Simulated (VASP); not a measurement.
# Sb (Fm-3m) in VASP: a series of runs

Runs on Sb. Level: r2SCAN. Tasks: single point.

Program: VASP 6.6.1. These are calculated values, not measurements. Logs are shortened: lines on timing, memory, paths and dates and some standing lists are left out, and cuts for length are marked.

### Step 1. The cell of the first run

The structure is cubic, space group Fm-3m (No. 225). The conventional cell has a = 4.773 Å, b = 4.773 Å, c = 4.773 Å, α = 90.00°, β = 90.00°, γ = 90.00°. Sb (site symmetry m-3m) has 12 Sb at 3.37 Å within 4.4 Å.

### Step 2. Single point, r2SCAN

POSCAR reads:

```
Sb
1.0
    0.0000000000      2.3864604735      2.3864604735
    2.3864604735      0.0000000000      2.3864604735
    2.3864604735      2.3864604735      0.0000000000
Sb
1
Direct
    0.0000000000      0.0000000000      0.0000000000
```

INCAR.step1 reads:

```
SYSTEM = Sb
ALGO = Normal
EDIFF = 1E-4
ENCUT = 520
GGA = PE
ISMEAR = -1
LASPH = .True.
LCHARG = .False.
LREAL = .False.
LWAVE = .True.
NBANDS = 8
NELM = 60
PREC = Accurate
SIGMA = 0.1
```

INCAR.step2 reads:

```
SYSTEM = Sb
ALGO = Normal
EDIFF = 1E-7
ENCUT = 520
ISIF = 2
ISMEAR = -1
ISTART = 1
LASPH = .True.
LCHARG = .True.
LELF = .True.
LMIXTAU = .True.
LREAL = .False.
LVHAR = .True.
LWAVE = .False.
METAGGA = R2SCAN
NBANDS = 8
NELM = 60
PREC = Accurate
SIGMA = 0.1
```

KPOINTS reads:

```
k-points
0
Gamma
  11 11 11
  0 0 0
```

Potentials or basis: VASP PAW PBE potentials, release 64 (Sb).

Command:

```bash
cat potpaw_PBE.64/Sb/POTCAR > POTCAR
cp INCAR.step1 INCAR
mpirun -np 1 vasp_std > vasp.out
cp INCAR.step2 INCAR
mpirun -np 1 vasp_std > vasp.out
```

OUTCAR:

```text
SYSTEM = Sb
   EDIFF = 1E-7
   ENCUT = 520
   ISIF = 2
   ISMEAR = -1
   ISTART = 1
   LASPH = .True.
   LREAL = .False.
   METAGGA = R2SCAN
   NELM = 60
   PREC = Accurate

 ion  position               nearest neighbor table
   1  0.000  0.000  0.000-

  LATTYP: Found a face centered cubic cell.
 ALAT       =     4.7729209470

  Lattice vectors:

 A1 = (   0.0000000000,   2.3864604735,   2.3864604735)
 A2 = (   2.3864604735,   0.0000000000,   2.3864604735)
 A3 = (   2.3864604735,   2.3864604735,   0.0000000000)

Analysis of symmetry for initial positions (statically):
=====================================================================
 Subroutine PRICEL returns:
 Original cell was already a primitive cell.

 Routine SETGRP: Setting up the symmetry group for a
 face centered cubic supercell.

 Subroutine GETGRP returns: Found 48 space group operations
 (whereof 48 operations were pure point group operations)
 out of a pool of 48 trial point group operations.

The static configuration has the point symmetry O_h .

Analysis of symmetry for dynamics (positions and initial velocities):
=====================================================================
 Subroutine PRICEL returns:
 Original cell was already a primitive cell.

 Routine SETGRP: Setting up the symmetry group for a
 face centered cubic supercell.

 Subroutine GETGRP returns: Found 48 space group operations
 (whereof 48 operations were pure point group operations)
 out of a pool of 48 trial point group operations.

The dynamic configuration has the point symmetry O_h .

 Subroutine INISYM returns: Found 48 space group operations
 (whereof 48 operations are pure point group operations),
 and found     1 'primitive' translations

----------------------------------------------------------------------------------------

                                     Primitive cell

  volume of cell :      27.1827

  direct lattice vectors                    reciprocal lattice vectors
     0.000000000  2.386460474  2.386460474    -0.209515308  0.209515308  0.209515308
     2.386460474  0.000000000  2.386460474     0.209515308 -0.209515308  0.209515308
     2.386460474  2.386460474  0.000000000     0.209515308  0.209515308 -0.209515308

  length of vectors
     3.374964768  3.374964768  3.374964768     0.362891158  0.362891158  0.362891158

  position of ions in fractional coordinates (direct lattice)
     0.000000000  0.000000000  0.000000000

  ion indices of the primitive-cell ions
   primitive index   ion index
[... 75 lines left out ...]
   EDIFFG = 0.1E-05   stopping-criterion for IOM
   NSW    =      0    number of steps for IOM
   IBRION =     -1    ionic relax: 0-MD 1-quasi-New 2-CG
   NFREE  =      0    steps in history (QN), initial steepest desc. (CG)
   ISIF   =      2    stress and relaxation
   ISYM   =      2    0-nonsym 1-usesym 2-fastsym
   POTIM  = 0.5000    time-step for ionic-motion
   TEBEG  =    0.0;   TEEND  =   0.0 temperature during run
   PSTRESS=    0.0 pullay stress
   NELECT =       5.0000    total number of electrons
   NUPDOWN=      -1.0000    fix difference up-down
   EMIN   =  10.00;   EMAX   =-10.00  energy-range for DOS
   EFERMI =   0.00;   METHOD = LEGACY
   ISMEAR =    -1;   SIGMA  =   0.10  broadening in eV -4-tet -1-fermi 0-gaus
   EFERMI_NEDOS =   21; number of points for ismear=-14 and -15
   IALGO  =     38    algorithm
   IMIX   =      4    mixing-type and parameters
     AMIX     =   0.40;   BMIX     =  1.00
     AMIX_MAG =   1.60;   BMIX_MAG =  1.00
  volume/ion in A,a.u.               =      27.18       183.44
  Fermi-wavevector in a.u.,A,eV,Ry     =   0.931038  1.759406 11.793954  0.866831
  Thomas-Fermi vector in A             =   2.057489
   LORBIT       =      0    0 simple, 1 ext, 2 COOP (PROOUT), +10 PAW based schemes
   METAGGA = R2SCAN    functional components
   LHFCALC =     F    Hartree Fock is set to
   AEXX    =    0.0000 exact exchange contribution
   IVDW    =     0    specifies the selected vdW correction
   LEPSILON=     F    determine dielectric tensor
   LRPA    =     F    only Hartree local field effects (RPA)
 non-spin polarized calculation
  energy-cutoff  :      520.00
  volume of cell :       27.18
 maximum number of plane-waves:       748
 NGX is ok and might be reduce to    28
   NGX = 13   NGY = 13   NGZ = 13

 number of electron       5.0000000 magnetization

 Free energy of the ion-electron system (eV)
  ---------------------------------------------------
  ext. energy  EPLUGINS =         0.00000000
  ---------------------------------------------------
  free energy    TOTEN  =       -25.24078353 eV

  energy without entropy =      -25.21611299  energy(sigma->0) =      -25.22844826

 E-fermi :   8.3232     XC(G=0): -10.7850

 val. band max:        8.2963974668   @ k =   0.4545   0.2727   0.0909
 cond. band min:       8.5839304483   @ k =  -0.4545   0.3636   0.0909
 fundamental gap:      0.2875329816
 Fermi energy:         8.3231512601

 k-point     1 :       0.0000    0.0000    0.0000
  band No.  band energies     occupation
      1      -5.1595      2.00000
      2      13.9036      0.00000
      3      13.9036      0.00000
      4      13.9036      0.00000
      5      18.7318      0.00000
      6      18.7318      0.00000
      7      18.7318      0.00000
      8      19.3603      0.00000
[... 243 lines left out ...]
 k-point    24 :      -0.1818    0.1818    0.0000
  band No.  band energies     occupation
      1      -3.3546      2.00000
      2       7.7784      1.99142
      3       8.9315      0.00455
      4      13.1477      0.00000
      5      17.8115      0.00000
      6      19.0800      0.00000
      7      19.7039      0.00000
      8      20.0506      0.00000

 [... further k-points ...]

------------------------ aborting loop because EDIFF is reached ----------------------------------------

  FORCE on cell =-STRESS in cart. coord.  units (eV):
  Direction    XX          YY          ZZ          XY          YZ          ZX
  --------------------------------------------------------------------------------------
  -------------------------------------------------------------------------------------
  Total       -0.0262853     -0.0262853     -0.0262853      0.0000000     -0.0000000      0.0000000
  in kB       -1.5492811     -1.5492811     -1.5492811      0.0000000     -0.0000000      0.0000000
  external PRESSURE =      -1.5492811 kB  Pullay stress =       0.0000000 kB

 VOLUME and BASIS-vectors are now :
 -----------------------------------------------------------------------------
  energy-cutoff  :      520.00
  volume of cell :       27.18
      direct lattice vectors                 reciprocal lattice vectors
     0.000000000  2.386460474  2.386460474    -0.209515308  0.209515308  0.209515308
     2.386460474  0.000000000  2.386460474     0.209515308 -0.209515308  0.209515308
     2.386460474  2.386460474  0.000000000     0.209515308  0.209515308 -0.209515308

 POSITION                                       TOTAL-FORCE (eV/Angst)
 -----------------------------------------------------------------------------------
      0.00000      0.00000      0.00000        -0.000000      0.000000      0.000000
 -----------------------------------------------------------------------------------
    total drift:                                0.000000      0.000000      0.000000

  FREE ENERGIE OF THE ION-ELECTRON SYSTEM (eV)
  ---------------------------------------------------
  free  energy   TOTEN  =       -25.2407835337 eV

  energy  without entropy=      -25.2161129945  energy(sigma->0) =      -25.22844826
```

OUTCAR.step1:

```text
SYSTEM = Sb
   EDIFF = 1E-4
   ENCUT = 520
   GGA = PE
   ISMEAR = -1
   LASPH = .True.
   LREAL = .False.
[... 480 lines left out ...]
 -----------------------------------------------------------------------------------
      0.00000      0.00000      0.00000         0.000000      0.000000      0.000000
 -----------------------------------------------------------------------------------
    total drift:                                0.000000      0.000000      0.000000

  FREE ENERGIE OF THE ION-ELECTRON SYSTEM (eV)
  ---------------------------------------------------
  free  energy   TOTEN  =        -3.8318088262 eV

  energy  without entropy=       -3.8060204565  energy(sigma->0) =       -3.81891464
```

OSZICAR.step1:

```text
N       E                     dE             d eps       ncg     rms          rms(c)
DAV:   1     0.466969506968E+01    0.46697E+01   -0.17942E+03   920   0.418E+02
DAV:   2    -0.374432493914E+01   -0.84140E+01   -0.80107E+01  1248   0.516E+01
DAV:   3    -0.383656089896E+01   -0.92236E-01   -0.91637E-01  1088   0.598E+00
DAV:   4    -0.383681047565E+01   -0.24958E-03   -0.24957E-03  1440   0.378E-01
DAV:   5    -0.383681093523E+01   -0.45958E-06   -0.46002E-06  1176   0.106E-02    0.166E+00
DAV:   6    -0.383353063180E+01    0.32803E-02   -0.20414E-03  1048   0.237E-01    0.943E-01
DAV:   7    -0.383179611798E+01    0.17345E-02   -0.42872E-03  1024   0.344E-01    0.576E-02
DAV:   8    -0.383180882624E+01   -0.12708E-04   -0.53269E-05  1128   0.574E-02
   1 F= -.38318088E+01 E0= -.38189146E+01  d E =-.257884E-01
```

Run time: 34 s. Hardware: 1 thread of Intel Xeon 6975P-C, shared host; peak memory 0.17 GiB.

Results:

```yaml
Free_energy: -25.2408 eV
Pressure: -0.2 GPa
```

Levels at points of the mesh, in eV from the Fermi level:
| k point | band 1 | band 2 | band 3 | band 4 | band 5 | band 6 |
| --- | --- | --- | --- | --- | --- | --- |
| (0.00, 0.00, 0.00) | -13.48 | 5.58 | 5.58 | 5.58 | 10.41 | 10.41 |

Caveat: the PAW data sets were made with another functional, which shifts forces and pressure a little; spin-orbit coupling is left out, which moves the levels of the heavy elements.

(Part 1 of 2 ends here.)
